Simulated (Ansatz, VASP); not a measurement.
## Ga4P: VASP beside Ansatz

Contents of INCAR:

```
ALGO = Normal
EDIFF = 1E-7
ENCUT = 520
GGA = PE
ISIF = 2
ISMEAR = 0
LASPH = T
LCHARG = F
LREAL = F
LWAVE = F
NBANDS = 36
NELM = 100
PREC = Accurate
SIGMA = 0.1
```

KPOINTS

```
k-points
0
Gamma
  6 6 6
```

The input POSCAR:

```
Ga4P
1.0
   -2.2682166000      2.2682166000      4.2886220300
    2.2682166000     -2.2682166000      4.2886220300
    2.2682166000      2.2682166000     -4.2886220300
Ga P
4 1
Direct
    0.2450000000      0.2450000000      0.0000000000
    0.7550000000      0.7550000000      0.0000000000
    0.5000000000      0.0000000000      0.5000000000
    0.0000000000      0.5000000000      0.5000000000
    0.0000000000      0.0000000000      0.0000000000
```

Input for Ansatz:

```yaml
crystal:
  lattice:
    - [-2.2682166, 2.2682166, 4.28862203]
    - [2.2682166, -2.2682166, 4.28862203]
    - [2.2682166, 2.2682166, -4.28862203]
  atoms:
    - { symbol: Ga, position: [0.245, 0.245, 0.0] }
    - { symbol: Ga, position: [0.755, 0.755, 0.0] }
    - { symbol: Ga, position: [0.5, 0.0, 0.5] }
    - { symbol: Ga, position: [0.0, 0.5, 0.5] }
    - { symbol: P, position: [0.0, 0.0, 0.0] }
basis:
  ecutwfc: 420
kpoints:
  mp_grid: { grid: [6, 6, 6] }
hamiltonian:
  xc: pbe
scf:
  occupations: { method: gaussian, width: 0.1 }
  lower_state_search: "off"
output:
  forces: true
  stress: true
  eigenvalues: true
```

Change from the starting cell: species swapped into the PbF4 type (I4/mmm, No. 139).

Alike in both runs: task single point; functional PBE; k mesh 6 × 6 × 6; occupations gaussian, width 0.1 eV; no spin polarisation.

|  | VASP | Ansatz |
| --- | --- | --- |
| version | VASP 6.6.1 | Ansatz 0.2.0 |
| potentials or method | VASP PAW PBE potentials, release 64 (Ga_d, P), cutoff 520 eV | scalar-relativistic, plane waves, PAW |
| valence electrons in the cell | 57 | 57 |

```csv
,VASP,Ansatz,Ansatz less VASP
gap on the k mesh at the Fermi level (eV),none,none,-
pressure (GPa),18.6,18.7,+0.05
"traceless stress, the component that is largest in VASP (GPa)",11.08,11.18,+0.100
rms of the force components (eV/Å),1.771,1.777,+0.0065
```

Atom by atom the forces differ by 0.006 eV/Å (rms over components). A gap of «none» marks a metal or a gap that the smearing closes.
